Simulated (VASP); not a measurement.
Here is a VASP 6.6.1 calculation.

INCAR

```
ALGO = Normal
EDIFF = 1E-8
ENCUT = 520
GGA = PE
ISIF = 2
ISMEAR = -1
ISPIN = 2
KPAR = 2
LASPH = True
LCHARG = False
LEFG = True
LMAXMIX = 4
LORBIT = 11
LREAL = Auto
LWAVE = False
MAGMOM = 0.01 0 0 0 0.01 0 0 0 0.01 0 0 0 0 0 0 0.51 0.04 0.01 0.18 0.18 0.02 0.02 0.02 0.18 0.02 0.02 0.02 0.03 0 0.01 0
NBANDS = 90
NCORE = 2
NELECT = 130.0
NELM = 150
NUPDOWN = 2.0
PREC = Accurate
SIGMA = 0.01
```

The input KPOINTS:

```
Automatic mesh
0
Gamma
  2 2 2
  0.5 0.5 0.5
```

The input POSCAR:

```
Al15CuN15
1.0
    6.2595139128      0.0000000578      0.0000000000
   -3.1297570064      5.4208980350      0.0000000000
    0.0000000000      0.0000000000     10.0348065929
Al Cu N
15 1 15
Direct
    0.3322710986      0.1658353391      0.2314665757
    0.3311974675      0.1662254576      0.7510077665
    0.1633376298      0.3339017985      0.9989287010
    0.3375614890      0.6673302583      0.2515517272
    0.1564095337      0.8108508020      0.5054130346
    0.3341980225      0.6671079081      0.7511510365
    0.1637549872      0.8303150463      0.9995380872
    0.8305543645      0.1604112841      0.2515251875
    0.6879417518      0.3413137861      0.5056227581
    0.8301465430      0.1631171488      0.7513592792
    0.6666888920      0.3333979560      0.9997908908
    0.8317115038      0.6657578344      0.2509195924
    0.6666924438      0.8302059016      0.5046272005
    0.8307599896      0.6671047658      0.7529305329
    0.6651766882      0.8321798625      1.0003949386
    0.1590277685      0.3379148933      0.4978919319
    0.1659496066      0.3325376612      0.1917955503
    0.3299484425      0.1668007121      0.9427333450
    0.1652469351      0.3316672599      0.6953850630
    0.3454481841      0.6842531745      0.4395314615
    0.1661919056      0.8292723129      0.1927973422
    0.3304459643      0.6675921309      0.9410455738
    0.1666767893      0.8332120478      0.6905735658
    0.8126752569      0.1509452064      0.4394451987
    0.6687396358      0.3315642896      0.1927260375
    0.8295212883      0.1668516210      0.9411357010
    0.6647124052      0.3313857413      0.6906345393
    0.8324225325      0.6645827830      0.4412040056
    0.6682103273      0.8295186416      0.1895556741
    0.8307322536      0.6663020156      0.9414348589
    0.6665513791      0.8307833035      0.6927162541
```

Potentials or basis: VASP PAW PBE potentials, release 64 (Al, Cu, N).

Run with:

```console
$ cat potpaw_PBE.64/Al/POTCAR potpaw_PBE.64/Cu/POTCAR potpaw_PBE.64/N/POTCAR > POTCAR
$ mpirun -np 4 vasp_std > vasp.out
```

Estimate the largest force.

0.282 eV/Å.

Forces in eV/Å, atoms in the order of the input:
```
Al   0.182 -0.132 -0.069
Al   0.067 -0.018 -0.103
Al  -0.115  0.071 -0.174
Al   0.030 -0.009 -0.166
Al   0.023  0.158  0.044
Al   0.068 -0.137 -0.075
Al  -0.096  0.078 -0.053
Al   0.064 -0.050 -0.175
Al  -0.149 -0.113  0.046
Al   0.139  0.011 -0.085
Al  -0.112  0.048 -0.105
Al   0.145 -0.059 -0.187
Al   0.022 -0.038  0.087
Al   0.138 -0.087 -0.082
Al  -0.134  0.069 -0.108
Cu   0.180 -0.099  0.194
N   -0.189  0.068  0.182
N    0.195 -0.084  0.151
N   -0.089  0.070  0.210
N   -0.022  0.002 -0.118
N   -0.140  0.135 -0.009
N    0.180 -0.109  0.111
N   -0.136  0.049  0.137
N   -0.012  0.070 -0.123
N   -0.205  0.050  0.005
N    0.191 -0.100  0.121
N   -0.117  0.051  0.146
N    0.010  0.014 -0.050
N   -0.157  0.099  0.124
N    0.185 -0.099  0.086
N   -0.148  0.090  0.037
```

Caveat: the k points lie up to 0.58 Å⁻¹ apart; the cell carries a net charge on a neutralising background, which shifts energy and pressure; without QUAD_EFG the Cq values of the log hold for a quadrupole moment of 1 mb, not for the nuclei; the total moment is fixed, so each spin has its own Fermi level and the state may be an excited one.
